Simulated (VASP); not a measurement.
# InSe (P1) in VASP: electric field gradients with PBEsol

Aim: the electric field gradients of InSe with PBEsol.

All numbers are computed with VASP 6.6.1; they aren't measurements. Logs are shortened: lines on timing, memory, paths and dates and some standing lists are left out, and cuts for length are marked.

### Step 1. The cell of the first run

The typed cell holds 4 atoms: a = 8.534 Å, b = 8.665 Å, c = 8.699 Å, α = 26.99°, β = 26.47°, γ = 26.89°.

### Step 2. Electric field gradients, PBEsol (equal xy, yz and zx shear strains of -3 %)

The input, INCAR:

```
SYSTEM = InSe
PREC = Accurate
ENCUT = 520
EDIFF = 1E-8
ISMEAR = -1
SIGMA = 0.01
LREAL = .FALSE.
LASPH = .TRUE.
NELM = 80
ALGO = Normal
ISIF = 2
LWAVE = .FALSE.
LCHARG = .FALSE.
GGA = PS
LEFG = .TRUE.
NBANDS = 27
```

The input, KPOINTS:

```
Automatic mesh
0
G
  7 7 7
  0 0 0
```

The input, POSCAR:

```
InSe
1.0
    1.8579290952      0.9999502918      8.2693495002
   -2.1420702054      1.0599502812      8.3293494897
   -0.0901090399     -2.4341507230      8.3513110101
In Se
2 2
Direct
    0.0000000000      0.0000000000      0.0000000000
    0.1122000000      0.1122000000      0.1122000000
    0.6155000000      0.6155000000      0.6155000000
    0.8300000000      0.8300000000      0.8300000000
```

Potentials or basis: VASP PAW PBE potentials, release 64 (In_d, Se).

Started as:

```console
> cat potpaw_PBE.64/In_d/POTCAR potpaw_PBE.64/Se/POTCAR > POTCAR
> mpirun -np 1 vasp_std > vasp.out
```

OUTCAR:

```text
SYSTEM = InSe
   PREC = Accurate
   ENCUT = 520
   EDIFF = 1E-8
   ISMEAR = -1
   LREAL = .FALSE.
   LASPH = .TRUE.
   NELM = 80
   ISIF = 2
   GGA = PS

 ion  position               nearest neighbor table
   1  0.000  0.000  0.000-   3 2.61   3 2.65   3 2.66   2 2.80
   2  0.112  0.112  0.112-   4 2.57   4 2.67   4 2.68   1 2.80
   3  0.615  0.615  0.615-   1 2.61   1 2.65   1 2.66
   4  0.830  0.830  0.830-   2 2.57   2 2.67   2 2.68

  LATTYP: Found a triclinic cell.
 ALAT       =     4.0008991992
 B/A-ratio  =     1.0128051678
 C/A-ratio  =     2.1330905863
 COS(alpha) =     0.0144606486
 COS(beta)  =     0.2013647190
 COS(gamma) =     0.5191268021

  Lattice vectors:

 A1 = (  -3.9999993006,   0.0599999894,   0.0599999895)
 A2 = (  -2.0519611655,   3.4941010042,  -0.0219615204)
 A3 = (  -1.8579290952,  -0.9999502918,  -8.2693495002)

Analysis of symmetry for initial positions (statically):
=====================================================================
 Subroutine PRICEL returns:
 Original cell was already a primitive cell.

 Routine SETGRP: Setting up the symmetry group for a
 triclinic supercell.

 Subroutine GETGRP returns: Found  1 space group operations
 (whereof  1 operations were pure point group operations)
 out of a pool of  2 trial point group operations.

The static configuration has the point symmetry C_1 .

Analysis of symmetry for dynamics (positions and initial velocities):
=====================================================================
 Subroutine PRICEL returns:
 Original cell was already a primitive cell.

 Routine SETGRP: Setting up the symmetry group for a
 triclinic supercell.

 Subroutine GETGRP returns: Found  1 space group operations
 (whereof  1 operations were pure point group operations)
 out of a pool of  2 trial point group operations.

The dynamic configuration has the point symmetry C_1 .

 Subroutine INISYM returns: Found  1 space group operations
 (whereof  1 operations are pure point group operations),
 and found     1 'primitive' translations

----------------------------------------------------------------------------------------

                                     Primitive cell

  volume of cell :     115.1606

  direct lattice vectors                    reciprocal lattice vectors
     1.857929095  0.999950292  8.269349500     0.252923985  0.148823048  0.046106350
    -2.142070205  1.059950281  8.329349490    -0.247304634  0.141205353  0.038488655
    -0.090109040 -2.434150723  8.351311010    -0.003787442 -0.288196491  0.035700385

  length of vectors
     8.534280419  8.665449918  8.699287613     0.297059989  0.287367204  0.290423965

  position of ions in fractional coordinates (direct lattice)
     0.000000000  0.000000000  0.000000000
     0.112200000  0.112200000  0.112200000
     0.615500000  0.615500000  0.615500000
     0.830000000  0.830000000  0.830000000

  ion indices of the primitive-cell ions
   primitive index   ion index
                 1           1
                 2           2
                 3           3
                 4           4

----------------------------------------------------------------------------------------

 KPOINTS: Automatic mesh

Automatic generation of k-mesh.
 Grid dimensions read from file:
 generate k-points for:    7    7    7

 Generating k-lattice:

  Cartesian coordinates                     Fractional coordinates (reciprocal lattice)
     0.036131998  0.021260435  0.006586621     0.142857143  0.000000000  0.000000000
    -0.035329233  0.020172193  0.005498379     0.000000000  0.142857143 -0.000000000
    -0.000541063 -0.041170927  0.005100055     0.000000000  0.000000000  0.142857143

  Length of vectors
     0.042437141  0.041052458  0.041489138

  Shift w.r.t. Gamma in fractional coordinates (k-lattice)
     0.000000000  0.000000000  0.000000000
[... 37 lines left out ...]
   dimension x,y,z NGXF=   128 NGYF=  128 NGZF=  140
   ions per type =               2   2
   NGX,Y,Z   is equivalent  to a cutoff of  12.47, 12.28, 13.38 a.u.
   NGXF,Y,Z  is equivalent  to a cutoff of  24.93, 24.56, 26.75 a.u.
 SYSTEM =  InSe
   PREC   = accura    normal or accurate (medium, high low for compatibility)
   ISTART =      0    job   : 0-new  1-cont  2-samecut
   ICHARG =      2    charge: 1-file 2-atom 10-const
   ISPIN  =      1    spin polarized calculation?
   LNONCOLLINEAR =      F non collinear calculations
   LSORBIT =      F    spin-orbit coupling
   LASPH  =      T    aspherical Exc in radial PAW
   ENCUT  =  520.0 eV  38.22 Ry    6.18 a.u.  15.87 16.11 16.17*2*pi/ulx,y,z
   NELM   =     80;   NELMIN=  2; NELMDL= -5     # of ELM steps
   EDIFF  = 0.1E-07   stopping-criterion for ELM
   LREAL  =      F    real-space projection
   EDIFFG = 0.1E-06   stopping-criterion for IOM
   NSW    =      0    number of steps for IOM
   IBRION =     -1    ionic relax: 0-MD 1-quasi-New 2-CG
   NFREE  =      0    steps in history (QN), initial steepest desc. (CG)
   ISIF   =      2    stress and relaxation
   ISYM   =      2    0-nonsym 1-usesym 2-fastsym
   POTIM  = 0.5000    time-step for ionic-motion
   TEBEG  =    0.0;   TEEND  =   0.0 temperature during run
   PSTRESS=    0.0 pullay stress
   NELECT =      38.0000    total number of electrons
   NUPDOWN=      -1.0000    fix difference up-down
   EMIN   =  10.00;   EMAX   =-10.00  energy-range for DOS
   EFERMI =   0.00;   METHOD = LEGACY
   ISMEAR =    -1;   SIGMA  =   0.01  broadening in eV -4-tet -1-fermi 0-gaus
   EFERMI_NEDOS =   21; number of points for ismear=-14 and -15
   IALGO  =     38    algorithm
   IMIX   =      4    mixing-type and parameters
     AMIX     =   0.40;   BMIX     =  1.00
     AMIX_MAG =   1.60;   BMIX_MAG =  1.00
  volume/ion in A,a.u.               =      28.79       194.29
  Fermi-wavevector in a.u.,A,eV,Ry     =   1.131275  2.137799 17.412500  1.279783
  Thomas-Fermi vector in A             =   2.267973
   LORBIT       =      0    0 simple, 1 ext, 2 COOP (PROOUT), +10 PAW based schemes
   GGA     = PS    functional components
   LHFCALC =     F    Hartree Fock is set to
   AEXX    =    0.0000 exact exchange contribution
   IVDW    =     0    specifies the selected vdW correction
   LEPSILON=     F    determine dielectric tensor
   LRPA    =     F    only Hartree local field effects (RPA)
 non-spin polarized calculation
  energy-cutoff  :      520.00
  volume of cell :      115.16
 maximum number of plane-waves:      3126
   NGX = 31   NGY = 33   NGZ = 33

 number of electron      38.0000001 magnetization

 Free energy of the ion-electron system (eV)
  ---------------------------------------------------
  ext. energy  EPLUGINS =         0.00000000
  ---------------------------------------------------
  free energy    TOTEN  =       -15.55490833 eV

  energy without entropy =      -15.55490833  energy(sigma->0) =      -15.55490833

 E-fermi :   4.2629     XC(G=0):  -9.1839

 val. band max:        4.0156575132   @ k =  -0.4286   0.4286   0.4286
 cond. band min:       4.6428219191   @ k =   0.4286   0.4286   0.4286
 fundamental gap:      0.6271644059
 Fermi energy:         4.2629461113

 k-point     1 :       0.0000    0.0000    0.0000
  band No.  band energies     occupation
      1     -10.6253      2.00000
      2     -10.4460      2.00000
      3     -10.4398      2.00000
      4     -10.3629      2.00000
      5     -10.3600      2.00000
      6     -10.3428      2.00000
[... 709 lines left out ...]
     26      10.9093      0.00000
     27      11.4805      0.00000

 [... further k-points ...]

------------------------ aborting loop because EDIFF is reached ----------------------------------------

  FORCE on cell =-STRESS in cart. coord.  units (eV):
  Direction    XX          YY          ZZ          XY          YZ          ZX
  --------------------------------------------------------------------------------------
  -------------------------------------------------------------------------------------
  Total        0.5198035      0.4533650      0.0211801      0.7852505      0.8328643      0.8710399
  in kB        7.2317935      6.3074645      0.2946691     10.9248385     11.5872687     12.1183890
  external PRESSURE =       4.6113090 kB  Pullay stress =       0.0000000 kB

 VOLUME and BASIS-vectors are now :
 -----------------------------------------------------------------------------
  energy-cutoff  :      520.00
  volume of cell :      115.16
      direct lattice vectors                 reciprocal lattice vectors
     1.857929095  0.999950292  8.269349500     0.252923985  0.148823048  0.046106350
    -2.142070205  1.059950281  8.329349490    -0.247304634  0.141205353  0.038488655
    -0.090109040 -2.434150723  8.351311010    -0.003787442 -0.288196491  0.035700385

 POSITION                                       TOTAL-FORCE (eV/Angst)
 -----------------------------------------------------------------------------------
      0.00000      0.00000      0.00000         0.022390      0.178529      0.177458
     -0.04199     -0.04199      2.79939        -0.343863     -0.188245     -0.215917
     -0.23035     -0.23035     15.35673        -0.065969     -0.230340     -0.031720
     -0.31063     -0.31063     20.70851         0.387443      0.240057      0.070180
 -----------------------------------------------------------------------------------
    total drift:                               -0.000044     -0.000161     -0.000296

  FREE ENERGIE OF THE ION-ELECTRON SYSTEM (eV)
  ---------------------------------------------------
  free  energy   TOTEN  =       -15.5549083343 eV

  energy  without entropy=      -15.5549083343  energy(sigma->0) =      -15.55490833

 Electric field gradients (V/A^2)
---------------------------------------------------------------------
 ion       V_xx      V_yy      V_zz      V_xy      V_xz      V_yz
---------------------------------------------------------------------
   1      66.647    35.768  -102.415     7.487     7.744    -9.348
   2      35.319    67.404  -102.723   -24.612   -28.034   -10.465
   3      27.342    30.119   -57.461   -12.171   -10.663    -6.380
   4      33.415    28.586   -62.001    -8.294    -1.569    -6.060
---------------------------------------------------------------------

 Electric field gradients after diagonalization (V/A^2)
 (convention: |V_zz| > |V_xx| > |V_yy|)
----------------------------------------------------------------------
 ion       V_xx      V_yy      V_zz     asymmetry (V_yy - V_xx)/ V_zz
----------------------------------------------------------------------
   1      68.544    34.899  -103.443       0.325
   2      80.842    28.650  -109.492       0.477
   3      41.040    18.436   -59.476       0.380
   4      39.695    22.756   -62.451       0.271
----------------------------------------------------------------------

           NMR quadrupolar parameters

 Cq : quadrupolar parameter    Cq=e*Q*V_zz/h
 eta: asymmetry parameters     (V_yy - V_xx)/ V_zz
 Q  : nuclear electric quadrupole moment in mb (millibarn)
----------------------------------------------------------------------
 ion       Cq(MHz)       eta       Q (mb)
----------------------------------------------------------------------
   1      -0.250       0.325       1.000
   2      -0.265       0.477       1.000
   3      -0.144       0.380       1.000
   4      -0.151       0.271       1.000
----------------------------------------------------------------------
```

Wall time 38 min (1 thread of Intel Xeon Platinum 8259CL at 2.50GHz (Skylake/Cascade Lake), shared host); peak memory 0.89 GiB.

What came out:

```yaml
Free_energy: -15.5549 eV
Pressure: 0.5 GPa
Largest_force: 0.461 eV/Å
Band_gap_on_the_k_mesh: 0.63 eV (least direct gap 0.69 eV)
Largest_electric_field_gradient_by_atom: In -103.4, -109.5; Se -59.5, -62.5 V/Å²
```

Forces in eV/Å, atoms in the order of the input:
```
In   0.022  0.179  0.177
In  -0.344 -0.188 -0.216
Se  -0.066 -0.230 -0.032
Se   0.387  0.240  0.070
```

Levels at points of the mesh, in eV from the valence-band top:
```
           k point  band 17  band 18  band 19  band 20  band 21  band 22
(0.00, 0.00, 0.00)    -1.22    -1.12    -1.00     1.81     2.10     4.31
```

Electric field gradients, principal values (V/Å²):
```tsv
atom	least	middle	greatest (by size)
1 In	34.899	68.544	-103.443
2 In	28.650	80.842	-109.492
3 Se	18.436	41.040	-59.476
4 Se	22.756	39.695	-62.451
```

Caveat: the cell differs from its parent crystal (equal xy, yz and zx shear strains of -3 %); without QUAD_EFG the Cq values of the log hold for a quadrupole moment of 1 mb, not for the nuclei; the PAW data sets were made with another functional, which shifts forces and pressure a little; spin-orbit coupling is left out, which moves the levels of the heavy elements; an odd mesh through Γ misses points on the zone boundary, where band edges can lie.
